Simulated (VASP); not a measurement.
**Ag: single point with PBE**

Crystal: Ag.

```
Ag
1.0
     2.93774    0.00000    0.00000
    -1.46887    2.54416    0.00000
     0.00000    0.00000    4.78978
Ag
2
Direct
  0.33333 0.66667 0.75000
  0.66667 0.33333 0.25000
```

```
Program             : VASP 6.6.1
Task                : single point
Functional          : PBE
Potentials or basis : VASP PAW PBE potentials, release 64 (Ag)
Cutoff              : 520 eV
k mesh              : 16 × 16 × 10
Occupations         : gaussian, width 0.05 eV
Spin                : non-collinear spin, zero start, spin-orbit coupling
Starting moments    : [[0.0, 0.0, 0.0], [0.0, 0.0, 0.0]] μB
```

```json
{"Pressure": "-0.2 GPa", "Net moment": "0.00 μB per cell", "Valence electrons inside the program's atomic spheres": "Ag 9.84"}
```

Moments on the atoms (μB; x, y, z):
```
Ag  0.00 0.00 0.00
Ag  0.00 0.00 0.00
```

Wall time 2.1 min on 1 thread of Intel(R) Xeon(R) 6975P-C (Granite Rapids) (shared host), peak memory 0.44 GiB.
